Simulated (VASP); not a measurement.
The system is ScB4.

```
Sc B
1.0
     4.75719    0.00000    0.00000
    -2.37860    4.11985    0.00000
     0.00000    0.00000    4.75857
Sc B
2 8
Direct
  0.33333 0.66667 0.00000
  0.66667 0.33333 0.00000
  0.41812 0.83625 0.50000
  0.16375 0.58188 0.50000
  0.41812 0.58188 0.50000
  0.58188 0.16375 0.50000
  0.83625 0.41812 0.50000
  0.58188 0.41812 0.50000
  0.00000 0.00000 0.33128
  0.00000 0.00000 0.66872
```

The cell was generated, and may not be a known phase.

* Program: VASP 6.6.1
* Task: relaxation of cell and atoms
* Functional: PBE
* Potentials or basis: VASP PAW PBE potentials, release 64 (Sc_sv, B)
* Cutoff: 600 eV
* k mesh: 6 × 6 × 4
* Occupations: gaussian, width 0.1 eV
* Spin: no spin polarisation

At the start: pressure 110.3 GPa; volume 9.33 Å³/atom.

Question: Where does the relaxation end?

Answer: Over 39 steps the energy falls by 2393.3 meV/atom and the volume is 13.45 Å³/atom (+44.2 %); space group P6/mmm (No. 191, to 0.1 Å) before and after.

Step by step:
| step | energy change (eV) | largest force (eV/Å) | pressure (GPa) | volume (Å³) |
| --- | --- | --- | --- | --- |
| 1 | 0.0000 | 25.2746 | 110.26 | 93.26 |
| 2 | -17.7859 | 3.0346 | -16.83 | 199.93 |
| 3 | -17.8941 | 2.0893 | -17.79 | 202.21 |
| 4 | -21.8095 | 3.5569 | -2.60 | 150.15 |
| 5 | -22.0810 | 1.8283 | -8.43 | 159.00 |
| 6 | -23.3238 | 1.1859 | 1.24 | 135.29 |
| 7 | -23.3506 | 0.8646 | -0.39 | 137.90 |
| 8 | -23.4164 | 0.7746 | 0.86 | 135.21 |
| 9 | -23.4225 | 0.5288 | 0.52 | 135.82 |
| 10 | -23.4587 | 0.3561 | 0.17 | 135.13 |
| 11 | -23.4589 | 0.3548 | 0.19 | 135.18 |
| 12 | -23.4972 | 0.5457 | -0.52 | 134.97 |
| 13 | -23.6230 | 1.5209 | -0.52 | 134.34 |
| 14 | -22.3146 | 6.8450 | 9.43 | 133.04 |
| 15 | -23.6412 | 1.5936 | -0.41 | 134.30 |
| 16 | -23.6417 | 2.3479 | 0.86 | 133.96 |
| 17 | -23.6533 | 1.9072 | 0.03 | 134.16 |
| 18 | -23.6557 | 1.9228 | 0.06 | 134.15 |
| 19 | -23.6625 | 1.9701 | 0.18 | 134.11 |
| 20 | -23.6730 | 2.0659 | 0.43 | 134.04 |
| 21 | -23.6777 | 2.2592 | 1.07 | 133.90 |
| 22 | -23.6790 | 2.1891 | 0.82 | 133.95 |
| 23 | -23.6898 | 2.1376 | 0.80 | 133.95 |
| 24 | -23.7205 | 1.9825 | 0.75 | 133.96 |
| 25 | -23.7743 | 1.6714 | 0.69 | 133.98 |
| 26 | -23.8495 | 1.0385 | 0.71 | 134.02 |
| 27 | -23.8506 | 1.0929 | 1.27 | 134.10 |
| 28 | -23.8766 | 0.4766 | 0.91 | 134.06 |
| 29 | -23.8767 | 0.5067 | 0.92 | 134.06 |
| 30 | -23.8821 | 0.4448 | 0.79 | 134.14 |
| 31 | -23.8958 | 0.2683 | 0.40 | 134.37 |
| 32 | -23.9111 | 0.0439 | -0.32 | 134.84 |
| 33 | -23.9002 | 0.5183 | -1.62 | 135.78 |
| 34 | -23.9133 | 0.2083 | -0.74 | 135.13 |
| 35 | -23.9219 | 0.1734 | -0.64 | 135.01 |
| 36 | -23.9323 | 0.0843 | -0.27 | 134.66 |
| 37 | -23.9324 | 0.0752 | -0.30 | 134.69 |
| 38 | -23.9330 | 0.0442 | -0.18 | 134.54 |
| 39 | -23.9330 | 0.0342 | -0.13 | 134.49 |

Final structure:
```
Sc B
1.0
     6.06734    0.00000    0.00000
    -3.03367    5.25447    0.00000
     0.00000    0.00000    4.21850
Sc B
2 8
Direct
  0.33333 0.66667 0.00000
  0.66667 0.33333 0.00000
  0.57434 0.14868 0.50000
  0.85132 0.42566 0.50000
  0.57434 0.42566 0.50000
  0.42566 0.85132 0.50000
  0.14868 0.57434 0.50000
  0.42566 0.57434 0.50000
  0.00000 0.00000 0.20483
  0.00000 0.00000 0.79517
```

Caveat: the volume moved by over 15 % at a fixed basis, so the end points are rough.
